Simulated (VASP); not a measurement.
# AlNi3 (Pm-3m) in VASP: notebook

AlNi3 is run at these levels: PBE; tasks: single point.

All numbers are computed with VASP 6.6.1; they aren't measurements. Logs are shortened: lines on timing, memory, paths and dates and some standing lists are left out, and cuts for length are marked.

## Step 1: The cell of the first run

Symmetry: Pm-3m, No. 221, cubic system. The conventional cell has a = 3.330 Å, b = 3.330 Å, c = 3.330 Å, α = 90.00°, β = 90.00°, γ = 90.00°. Within 3.1 Å of Al (site symmetry m-3m) lie 12 Ni at 2.35 Å. Within 3.1 Å of Ni (site symmetry 4/mmm) lie 4 Al at 2.35 Å and 8 Ni at 2.35 Å.

## Step 2: Single point, PBE, collinear spin, ferromagnetic start

Input file INCAR:

```
SYSTEM = AlNi3
ALGO = Normal ; EDIFF = 1E-6
ENCUT = 520 ; GGA = PE
ISIF = 2 ; ISMEAR = 0
ISPIN = 2 ; KPAR = 2
LASPH = .TRUE. ; LCHARG = .FALSE.
LMAXMIX = 4 ; LORBIT = 11
LREAL = .FALSE. ; LWAVE = .FALSE.
MAGMOM = 0 0.5 0.5 0.5 ; NBANDS = 28
NELM = 150 ; PREC = Accurate
SIGMA = 0.05
```

Input file KPOINTS:

```
k-points
0
G
  20 20 20
  0 0 0
```

Input file POSCAR:

```
AlNi3
1.0
    3.3299003743      0.0000000000      0.0000000000
    0.0000000000      3.3299003743      0.0000000000
    0.0000000000      0.0000000000      3.3299003743
Al Ni
1 3
Direct
    0.0000000000      0.0000000000      0.0000000000
    0.0000000000      0.5000000000      0.5000000000
    0.5000000000      0.0000000000      0.5000000000
    0.5000000000      0.5000000000      0.0000000000
```

Potentials or basis: VASP PAW PBE potentials, release 64 (Al, Ni).

Launch:

```console
cat potpaw_PBE.64/Al/POTCAR potpaw_PBE.64/Ni/POTCAR > POTCAR
mpirun -np 2 vasp_std > vasp.out
```

OUTCAR:

```text
SYSTEM = AlNi3
   EDIFF = 1E-6
   ENCUT = 520
   GGA = PE
   ISIF = 2
   ISMEAR = 0
   ISPIN = 2
   LASPH = .TRUE.
   LORBIT = 11
   LREAL = .FALSE.
   NELM = 150
   PREC = Accurate

 ion  position               nearest neighbor table
   1  0.000  0.000  0.000-   2 2.35   3 2.35   4 2.35   2 2.35   3 2.35   2 2.35   4 2.35   2 2.35
                             3 2.35   4 2.35   3 2.35   4 2.35
   2  0.000  0.500  0.500-   1 2.35   3 2.35   4 2.35   1 2.35   4 2.35   1 2.35   3 2.35   1 2.35
                             3 2.35   4 2.35   4 2.35   3 2.35
   3  0.500  0.000  0.500-   1 2.35   2 2.35   4 2.35   1 2.35   4 2.35   2 2.35   4 2.35   4 2.35
                             1 2.35   2 2.35   1 2.35   2 2.35
   4  0.500  0.500  0.000-   1 2.35   2 2.35   3 2.35   2 2.35   3 2.35   1 2.35   3 2.35   3 2.35
                             1 2.35   2 2.35   2 2.35   1 2.35

  LATTYP: Found a simple cubic cell.
 ALAT       =     3.3299003743

  Lattice vectors:

 A1 = (   3.3299003743,   0.0000000000,   0.0000000000)
 A2 = (   0.0000000000,   3.3299003743,   0.0000000000)
 A3 = (   0.0000000000,   0.0000000000,   3.3299003743)

Analysis of symmetry for initial positions (statically):
=====================================================================
 Subroutine PRICEL returns:
 Original cell was already a primitive cell.

 Routine SETGRP: Setting up the symmetry group for a
 simple cubic supercell.

 Subroutine GETGRP returns: Found 48 space group operations
 (whereof 48 operations were pure point group operations)
 out of a pool of 48 trial point group operations.

The static configuration has the point symmetry O_h .

Analysis of symmetry for dynamics (positions and initial velocities):
=====================================================================
 Subroutine PRICEL returns:
 Original cell was already a primitive cell.

 Routine SETGRP: Setting up the symmetry group for a
 simple cubic supercell.

 Subroutine GETGRP returns: Found 48 space group operations
 (whereof 48 operations were pure point group operations)
 out of a pool of 48 trial point group operations.

The dynamic configuration has the point symmetry O_h .

Analysis of structural, dynamic, and magnetic symmetry:
=====================================================================
 Subroutine PRICEL returns:
 Original cell was already a primitive cell.

 Routine SETGRP: Setting up the symmetry group for a
 simple cubic supercell.

 Subroutine GETGRP returns: Found 48 space group operations
 (whereof 48 operations were pure point group operations)
 out of a pool of 48 trial point group operations.

The overall configuration has the point symmetry O_h .

 Subroutine INISYM returns: Found 48 space group operations
 (whereof 48 operations are pure point group operations),
 and found     1 'primitive' translations

----------------------------------------------------------------------------------------

                                     Primitive cell

  volume of cell :      36.9227

  direct lattice vectors                    reciprocal lattice vectors
     3.329900374  0.000000000  0.000000000     0.300309285  0.000000000  0.000000000
     0.000000000  3.329900374  0.000000000     0.000000000  0.300309285  0.000000000
     0.000000000  0.000000000  3.329900374     0.000000000  0.000000000  0.300309285

  length of vectors
     3.329900374  3.329900374  3.329900374     0.300309285  0.300309285  0.300309285

  position of ions in fractional coordinates (direct lattice)
     0.000000000  0.000000000  0.000000000
     0.000000000  0.500000000  0.500000000
     0.500000000  0.000000000  0.500000000
     0.500000000  0.500000000  0.000000000

  ion indices of the primitive-cell ions
   primitive index   ion index
                 1           1
                 2           2
                 3           3
                 4           4

----------------------------------------------------------------------------------------

 KPOINTS: k-points

Automatic generation of k-mesh.
 Grid dimensions read from file:
 generate k-points for:   20   20   20

 Generating k-lattice:

  Cartesian coordinates                     Fractional coordinates (reciprocal lattice)
     0.015015464  0.000000000  0.000000000     0.050000000  0.000000000  0.000000000
     0.000000000  0.015015464  0.000000000     0.000000000  0.050000000  0.000000000
     0.000000000  0.000000000  0.015015464     0.000000000  0.000000000  0.050000000

  Length of vectors
     0.015015464  0.015015464  0.015015464

  Shift w.r.t. Gamma in fractional coordinates (k-lattice)
     0.000000000  0.000000000  0.000000000

 Subroutine IBZKPT returns following result:
 ===========================================

 Found    286 irreducible k-points:

 Following reciprocal coordinates:
            Coordinates               Weight
  0.000000  0.000000  0.000000      1.000000
  0.050000  0.000000  0.000000      6.000000
  0.100000  0.000000  0.000000      6.000000
  0.150000  0.000000  0.000000      6.000000
  0.200000  0.000000  0.000000      6.000000
  0.250000  0.000000  0.000000      6.000000
[... 16 lines left out ...]
  0.150000  0.100000  0.000000     24.000000
  0.200000  0.100000  0.000000     24.000000
 [... further k-points ...]
   k-points           NKPTS =    286   k-points in BZ     NKDIM =    286   number of bands    NBANDS=     28
   number of dos      NEDOS =    301   number of ions     NIONS =      4
   total plane-waves  NPLWV =  21952
   dimension x,y,z NGX =    28 NGY =   28 NGZ =   28
   dimension x,y,z NGXF=    56 NGYF=   56 NGZF=   56
   ions per type =               1   3
   NGX,Y,Z   is equivalent  to a cutoff of  13.98, 13.98, 13.98 a.u.
   NGXF,Y,Z  is equivalent  to a cutoff of  27.96, 27.96, 27.96 a.u.
 SYSTEM =  AlNi3
   PREC   = accura    normal or accurate (medium, high low for compatibility)
   ISTART =      0    job   : 0-new  1-cont  2-samecut
   ICHARG =      2    charge: 1-file 2-atom 10-const
   ISPIN  =      2    spin polarized calculation?
   LNONCOLLINEAR =      F non collinear calculations
   LSORBIT =      F    spin-orbit coupling
   LASPH  =      T    aspherical Exc in radial PAW
   ENCUT  =  520.0 eV  38.22 Ry    6.18 a.u.   6.19  6.19  6.19*2*pi/ulx,y,z
   NELM   =    150;   NELMIN=  2; NELMDL= -5     # of ELM steps
   EDIFF  = 0.1E-05   stopping-criterion for ELM
   LREAL  =      F    real-space projection
   EDIFFG = 0.1E-04   stopping-criterion for IOM
   NSW    =      0    number of steps for IOM
   IBRION =     -1    ionic relax: 0-MD 1-quasi-New 2-CG
   NFREE  =      0    steps in history (QN), initial steepest desc. (CG)
   ISIF   =      2    stress and relaxation
   ISYM   =      2    0-nonsym 1-usesym 2-fastsym
   POTIM  = 0.5000    time-step for ionic-motion
   TEBEG  =    0.0;   TEEND  =   0.0 temperature during run
   PSTRESS=    0.0 pullay stress
   NELECT =      33.0000    total number of electrons
   NUPDOWN=      -1.0000    fix difference up-down
   EMIN   =  10.00;   EMAX   =-10.00  energy-range for DOS
   EFERMI =   0.00;   METHOD = LEGACY
   ISMEAR =     0;   SIGMA  =   0.05  broadening in eV -4-tet -1-fermi 0-gaus
   EFERMI_NEDOS =   21; number of points for ismear=-14 and -15
   IALGO  =     38    algorithm
   IMIX   =      4    mixing-type and parameters
     AMIX     =   0.40;   BMIX     =  1.00
     AMIX_MAG =   1.60;   BMIX_MAG =  1.00
  volume/ion in A,a.u.               =       9.23        62.29
  Fermi-wavevector in a.u.,A,eV,Ry     =   1.576939  2.979983 33.834107  2.486737
  Thomas-Fermi vector in A             =   2.677696
   LORBIT       =     11    0 simple, 1 ext, 2 COOP (PROOUT), +10 PAW based schemes
   GGA     = PE    functional components
   LHFCALC =     F    Hartree Fock is set to
   AEXX    =    0.0000 exact exchange contribution
   IVDW    =     0    specifies the selected vdW correction
   LEPSILON=     F    determine dielectric tensor
   LRPA    =     F    only Hartree local field effects (RPA)
 spin polarized calculation
 Gauss-broadening in eV      SIGMA  =   0.05
  energy-cutoff  :      520.00
  volume of cell :       36.92
 maximum number of plane-waves:      1021
 NGX is ok and might be reduce to    28
   NGX = 13   NGY = 13   NGZ = 13

 number of electron      33.0000019 magnetization       0.5511543

 Free energy of the ion-electron system (eV)
  ---------------------------------------------------
  ext. energy  EPLUGINS =         0.00000000
  ---------------------------------------------------
  free energy    TOTEN  =       -20.60013992 eV

  energy without entropy =      -20.59542596  energy(sigma->0) =      -20.59778294

 E-fermi :  12.4956     XC(G=0): -13.8015

 val. band max:       12.4951479157   @ k =   0.3000   0.2500   0.1000
 cond. band min:      12.4963972245   @ k =   0.2500   0.1500   0.0000
 fundamental gap:      0.0012493088
 Fermi energy:        12.4955639263

 spin component 1

 k-point     1 :       0.0000    0.0000    0.0000
  band No.  band energies     occupation
      1       1.0902      1.00000
      2       6.8871      1.00000
      3       7.7273      1.00000
      4       7.7273      1.00000
      5       8.1986      1.00000
      6       8.1986      1.00000
[... 733 lines left out ...]
     27      27.5004      0.00000
     28      28.1492      0.00000

 [... further k-points ...]

 spin component 2

 k-point     1 :       0.0000    0.0000    0.0000
  band No.  band energies     occupation
      1       1.0712      1.00000
      2       6.9443      1.00000
      3       7.8410      1.00000
      4       7.8410      1.00000
      5       8.4140      1.00000
      6       8.4140      1.00000
[... 733 lines left out ...]
     27      27.5065      0.00000
     28      28.1634      0.00000

 [... further k-points ...]

------------------------ aborting loop because EDIFF is reached ----------------------------------------

  FORCE on cell =-STRESS in cart. coord.  units (eV):
  Direction    XX          YY          ZZ          XY          YZ          ZX
  --------------------------------------------------------------------------------------
  -------------------------------------------------------------------------------------
  Total       13.7261298     13.7261298     13.7261298      0.0000000      0.0000000     -0.0000000
  in kB      595.6140906    595.6140906    595.6140906      0.0000000      0.0000000     -0.0000000
  external PRESSURE =     595.6140906 kB  Pullay stress =       0.0000000 kB

 VOLUME and BASIS-vectors are now :
 -----------------------------------------------------------------------------
  energy-cutoff  :      520.00
  volume of cell :       36.92
      direct lattice vectors                 reciprocal lattice vectors
     3.329900374  0.000000000  0.000000000     0.300309285  0.000000000  0.000000000
     0.000000000  3.329900374  0.000000000     0.000000000  0.300309285  0.000000000
     0.000000000  0.000000000  3.329900374     0.000000000  0.000000000  0.300309285

 POSITION                                       TOTAL-FORCE (eV/Angst)
 -----------------------------------------------------------------------------------
      0.00000      0.00000      0.00000         0.000000      0.000000      0.000000
      0.00000      1.66495      1.66495         0.000000      0.000000      0.000000
      1.66495      0.00000      1.66495         0.000000      0.000000      0.000000
      1.66495      1.66495      0.00000         0.000000      0.000000      0.000000
 -----------------------------------------------------------------------------------
    total drift:                                0.000000      0.000000      0.000000

  FREE ENERGIE OF THE ION-ELECTRON SYSTEM (eV)
  ---------------------------------------------------
  free  energy   TOTEN  =       -20.6001399159 eV

  energy  without entropy=      -20.5954259610  energy(sigma->0) =      -20.59778294

 total charge

# of ion       s       p       d       tot
------------------------------------------
    1        0.441   0.490   0.000   0.930
    2        0.593   0.727   8.507   9.828
    3        0.593   0.727   8.507   9.828
    4        0.593   0.727   8.507   9.828
--------------------------------------------------
tot          2.220   2.672  25.522  30.414

 magnetization (x)

# of ion       s       p       d       tot
------------------------------------------
    1       -0.001  -0.006   0.000  -0.007
    2       -0.002  -0.009   0.201   0.190
    3       -0.002  -0.009   0.201   0.190
    4       -0.002  -0.009   0.201   0.190
--------------------------------------------------
tot         -0.008  -0.032   0.602   0.562
```

Run time: 4.9 min. Hardware: 2 MPI ranks of Intel Xeon 6975P-C (Granite Rapids), shared host; peak memory 0.48 GiB.

Results:

```
Free energy                                           : -20.6001 eV
Pressure                                              : 59.6 GPa
Net moment                                            : 0.55 μB per cell
Site moments                                          : Al -0.01; Ni +0.19 μB
Valence electrons inside the program's atomic spheres : Al 0.93; Ni 9.83
```

Caveat: the cell stands under pressure.

## Step 3: Single point, PBE, collinear spin, ferromagnetic start

This run uses another cell than the first one, of 9.72 Å³/atom.

Input file INCAR:

```
  PREC = Accurate
  ENCUT = 520
  EDIFF = 1E-7
  ISMEAR = 0
  SIGMA = 0.05
  LREAL = False
  LASPH = True
  NELM = 150
  ALGO = Normal
  ISIF = 2
  LWAVE = False
  LCHARG = False
  ISPIN = 2
  MAGMOM = 0 0.5 0.5 0.5
  LORBIT = 11
  LMAXMIX = 4
  GGA = PE
  NBANDS = 28
  KPAR = 2
```

Input file KPOINTS:

```
regular mesh
0
Gamma
  20 20 20
```

Input file POSCAR:

```
AlNi3
1.0
    3.3878566600      0.0000000000      0.0000000000
    0.0000000000      3.3878566600      0.0000000000
    0.0000000000      0.0000000000      3.3878566600
Al Ni
1 3
Direct
    0.0000000000      0.0000000000      0.0000000000
    0.0000000000      0.5000000000      0.5000000000
    0.5000000000      0.0000000000      0.5000000000
    0.5000000000      0.5000000000      0.0000000000
```

Potentials or basis: VASP PAW PBE potentials, release 64 (Al, Ni).

Launch:

```console
cat potpaw_PBE.64/Al/POTCAR potpaw_PBE.64/Ni/POTCAR > POTCAR
mpirun -np 2 vasp_std > vasp.out
```

Wall time 3.8 min (2 MPI ranks of Intel Xeon 6975P-C (Granite Rapids), shared host); peak memory 0.5 GiB.

The run converged. Its results:

| Quantity | Value |
| --- | --- |
| Free energy | -21.2025 eV |
| Pressure | 39.7 GPa |
| Net moment | 0.66 μB per cell |
| Site moments | Al -0.01; Ni +0.23 μB |
| Valence electrons inside the program's atomic spheres | Al 0.89; Ni 9.70 |

Levels at points of the mesh, in eV from the Fermi level:
Spin up:
```tsv
k point	band 13	band 14	band 15	band 16	band 17	band 18	band 19	band 20	band 21	band 22
(0.00, 0.00, 0.00)	-0.25	-0.01	-0.01	-0.01	0.90	0.90	0.90	7.41	7.41	8.78
(0.50, 0.00, 0.00)	-1.44	-1.40	-1.23	-0.57	-0.01	6.09	6.09	6.30	6.30	6.95
(0.50, 0.50, 0.00)	-1.57	-1.41	-1.14	-1.13	-0.69	1.09	1.09	8.90	8.90	9.33
(0.50, 0.50, 0.50)	-1.56	-1.27	-1.27	-0.42	-0.23	-0.23	-0.23	4.41	4.79	4.79
```
Spin down:
```tsv
k point	band 13	band 14	band 15	band 16	band 17	band 18	band 19	band 20
(0.00, 0.00, 0.00)	0.01	0.41	0.41	0.41	0.88	0.88	0.88	7.50
(0.50, 0.00, 0.00)	-1.15	-1.15	-1.02	-0.40	0.41	6.14	6.14	6.36
(0.50, 0.50, 0.00)	-1.41	-1.31	-0.96	-0.75	-0.57	1.36	1.36	8.95
(0.50, 0.50, 0.50)	-1.43	-1.10	-1.10	-0.43	0.12	0.12	0.12	4.50
```

Caveat: the cell stands under pressure.
